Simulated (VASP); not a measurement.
Input of a VASP 6.6.1 run:

The input INCAR:

```
PREC = Accurate ; ENCUT = 520
EDIFF = 1E-7 ; ISMEAR = 0
SIGMA = 0.02 ; LREAL = Auto
LASPH = T ; NELM = 60
ALGO = Normal ; ISIF = 2
LWAVE = F ; LCHARG = F
GGA = PS ; NELECT = 278.0
NBANDS = 159
```

Contents of KPOINTS:

```
Automatic mesh
0
Gamma
  2 2 2
  0.5 0.5 0.5
```

The input POSCAR:

```
Zn15S16
1.0
    5.3560909598      5.3560909598     -5.3560909598
   -5.3560909598     -5.3560909598     -5.3560909598
   -5.3560909598      5.3560909598      5.3560909598
Zn S
15 16
Direct
    0.3762771236     -0.2108506947      0.7500007058
    0.7505914351      0.5114038429      0.7499998656
    0.7493160647     -0.0057764142      0.2410821642
    0.0022439873      0.9876685328     -0.0123340885
    0.2433927112      0.7507143792      0.0096406130
    0.4898851643      0.4940001990     -0.0139167726
    0.7606552112      0.2578839699      0.0016585790
    0.0109091687      0.2499154719      0.7499998656
    0.5089964903      0.0062252490      0.4983413314
    0.7645779414      0.7500025728      0.5123339056
    0.0021680924      0.7560862073      0.2650492702
    0.2582339453      0.5031413806      0.2589180263
    0.4871189678      0.2410368886      0.2349506402
   -0.0162474836      0.4910741845      0.4903594841
    0.2538017950      0.2579170164      0.5139164963
    0.2504169571     -0.0094189028     -0.0130071540
    0.4896403963      0.7509607343     -0.0070287268
    0.7547172052      0.5095860994      0.0040136548
    0.7555847222     -0.0021423273      0.4952395357
    0.0059470611      0.0049141249      0.2504444958
    0.2515278419      0.7512572192      0.2588987025
    0.5055024308      0.5044694947      0.2495552279
    0.7426294717      0.2423588415      0.2411013946
    0.0103453247      0.2526181893      0.0047604681
    0.5099795766      0.0327478568      0.7500000523
    0.7395527876      0.7528846187      0.7499998656
    0.0134241559      0.7535884902      0.5130072511
    0.2466696346      0.5079899726      0.5070291973
    0.5007034085      0.2555723027      0.4959862556
   -0.0033607532      0.4961950833      0.7499998656
    0.2514656697      0.2393087626      0.7499998656
```

Potentials or basis: VASP PAW PBE potentials, release 64 (Zn, S).

Command:

```console
$ cat potpaw_PBE.64/Zn/POTCAR potpaw_PBE.64/S/POTCAR > POTCAR
$ mpirun -np 1 vasp_std > vasp.out
```

Task: Estimate the largest force.

Result: 0.697 eV/Å.

Forces on the atoms (eV/Å):
```
Zn   0.479  0.479 -0.163
Zn  -0.017 -0.017 -0.002
Zn  -0.046  0.012 -0.022
Zn  -0.013  0.013 -0.008
Zn  -0.054 -0.068 -0.031
Zn   0.013  0.019  0.005
Zn   0.026 -0.013  0.015
Zn  -0.014 -0.014  0.004
Zn  -0.013  0.026  0.015
Zn   0.013 -0.013 -0.008
Zn  -0.011 -0.015  0.029
Zn   0.012 -0.046 -0.022
Zn  -0.015 -0.011  0.029
Zn  -0.068 -0.054 -0.031
Zn   0.019  0.013  0.005
S   -0.027 -0.045 -0.016
S   -0.027  0.062  0.038
S    0.003 -0.013 -0.003
S   -0.014  0.002  0.015
S   -0.006 -0.004  0.005
S   -0.004 -0.022  0.008
S   -0.004 -0.006  0.005
S   -0.022 -0.004  0.008
S    0.002 -0.014  0.015
S   -0.162 -0.162  0.049
S   -0.039 -0.039  0.021
S   -0.045 -0.027 -0.016
S    0.062 -0.027  0.038
S   -0.013  0.003 -0.003
S   -0.010 -0.010 -0.011
S   -0.005 -0.005  0.033
```

Caveat: the cell carries a net charge on a neutralising background, which shifts energy and pressure; the PAW data sets were made with another functional, which shifts forces and pressure a little.
